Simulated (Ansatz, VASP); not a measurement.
## Two plane-wave programs on TiAl

```
Ti Al
1.0
     2.89766    0.00000    0.00000
    -1.44883    2.50944    0.00000
     0.00000    0.00000    4.79784
Ti Al
1 1
Direct
  0.00000 0.00000 0.00000
  0.33333 0.66667 0.50000
```

Alike in both runs: task single point; functional PBE; k mesh 18 × 18 × 10; occupations gaussian, width 0.1 eV; no spin polarisation.

|  | VASP | Ansatz |
| --- | --- | --- |
| version | VASP 6.6.1 | Ansatz 0.2.0 |
| potentials or method | VASP PAW PBE potentials, release 64 (Ti_sv, Al), cutoff 520 eV | scalar-relativistic, plane waves, PAW |
| valence electrons in the cell | 15 | 15 |

Ansatz gave:

```
gap on the k mesh at the Fermi level (eV)                     : none
pressure (GPa)                                                : -4.4
traceless stress, the component that is largest in VASP (GPa) : -2.62
```

Problem. Estimate VASP's values.

Solution. gap on the k mesh at the Fermi level (eV): none; pressure (GPa): -4.5; traceless stress, the component that is largest in VASP (GPa): -2.58.

A gap of «none» marks a metal or a gap that the smearing closes.
